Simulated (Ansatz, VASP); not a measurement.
## One calculation of TiO2, two programs

File INCAR:

```
SYSTEM = TiO2
PREC = Accurate
ENCUT = 520
EDIFF = 1E-7
ISMEAR = 0
SIGMA = 0.05
LREAL = .False.
LASPH = .True.
NELM = 60
ALGO = Normal
ISIF = 2
LWAVE = .False.
LCHARG = .False.
GGA = PS
NBANDS = 33
```

The input KPOINTS:

```
regular mesh
0
Gamma
  6 6 10
  0 0 0
```

POSCAR

```
TiO2
1.0
    4.5912476203      0.0000000000      0.0000000000
    0.0000000000      4.5912476203      0.0000000000
    0.0000000000      0.0000000000      2.9389940195
Ti O
2 4
Direct
    0.0000000000      0.0000000000     -0.1701262393
    0.5000000000      0.5000000000      0.3298737607
    0.3044387440      0.3044387440      0.0000000000
    0.1955612560      0.8044387440      0.5000000000
    0.6955612560      0.6955612560      0.0000000000
    0.8044387440      0.1955612560      0.5000000000
```

Input for Ansatz:

```yaml
crystal:
  lattice:
    - [4.5912476203, 0.0, 0.0]
    - [0.0, 4.5912476203, 0.0]
    - [0.0, 0.0, 2.9389940195]
  atoms:
    - { symbol: Ti, position: [0.0, 0.0, -0.1701262393] }
    - { symbol: Ti, position: [0.5, 0.5, 0.3298737607] }
    - { symbol: O, position: [0.304438744, 0.304438744, 0.0] }
    - { symbol: O, position: [0.195561256, 0.804438744, 0.5] }
    - { symbol: O, position: [0.695561256, 0.695561256, 0.0] }
    - { symbol: O, position: [0.804438744, 0.195561256, 0.5] }
basis:
  ecutwfc: 420
kpoints:
  mp_grid: { grid: [6, 6, 10] }
hamiltonian:
  xc: pbesol
scf:
  occupations: { method: gaussian, width: 0.05 }
output:
  forces: true
  stress: true
  eigenvalues: true
  write_density: true
  write_potential: true
  elf: true
  volumetric_format: npy
```

Change from the starting cell: all Ti atoms moved -0.500 Å, as atom 1 along Cartesian [0 0 1].

Alike in both runs: task single point; functional PBEsol; k mesh 6 × 6 × 10; occupations gaussian, width 0.05 eV; no spin polarisation.

|  | VASP | Ansatz |
| --- | --- | --- |
| version | VASP 6.6.1 | Ansatz 0.2.0 |
| potentials or method | VASP PAW PBE potentials, release 64 (Ti_sv, O), cutoff 520 eV | scalar-relativistic, plane waves, PAW |
| valence electrons in the cell | 48 | 48 |

Ansatz gave:

* gap on the k mesh at the Fermi level (eV): 3.97
* least direct gap on the mesh (eV): 3.97
* rms of the force components (eV/Å): 4.370

Estimate VASP's values.

gap on the k mesh at the Fermi level (eV): 3.95; least direct gap on the mesh (eV): 3.95; rms of the force components (eV/Å): 4.593.

VASP's potentials were made for PBE, not for PBEsol. Atom by atom the forces differ by 0.224 eV/Å (rms over components). The functional is the same, so the differences come from potentials, cutoffs and numerics.
